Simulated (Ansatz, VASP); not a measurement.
**Zn2CdTe3 in VASP and in Ansatz**

```
Zn Cd Te
1.0
     5.44469    0.00000    0.00000
     0.00000    5.44469    0.00000
     0.00000    0.00000    7.39417
Zn Cd Te
2 1 3
Direct
  0.50000 0.00000 0.14864
  0.00000 0.50000 0.14864
  0.00000 0.00000 0.66363
  0.00000 0.00000 0.27304
  0.50000 0.00000 0.79705
  0.00000 0.50000 0.79705
```

Alike in both runs: functional PBE; k mesh 8 × 8 × 6; occupations gaussian, width 0.1 eV; no spin polarisation.

Ansatz relaxed the structure, and its values are those at the end. VASP's run is a single point on that final structure, the one shown.

|  | VASP | Ansatz |
| --- | --- | --- |
| version | VASP 6.6.1 | Ansatz 0.2.0 |
| potentials or method | VASP PAW PBE potentials, release 64 (Zn, Cd, Te), cutoff 520 eV | scalar-relativistic, plane waves, PAW |
| valence electrons in the cell | 54 | 92 |

VASP gave:

| Quantity | Value |
| --- | --- |
| gap on the k mesh at the Fermi level (eV) | none |
| pressure (GPa) | 0.1 |
| rms of the force components (eV/Å) | 0.006 |

What did Ansatz give for the same quantities?

gap on the k mesh at the Fermi level (eV): none; pressure (GPa): 0.0; rms of the force components (eV/Å): 0.000.

A gap of «none» marks a metal or a gap that the smearing closes. With one functional, cell and mesh, what is left measures potentials, basis and numerics. VASP's potentials hold 54 valence electrons a cell and Ansatz's 92, so a difference there can come from the potentials and not from the codes.

Spin-orbit coupling is off throughout.
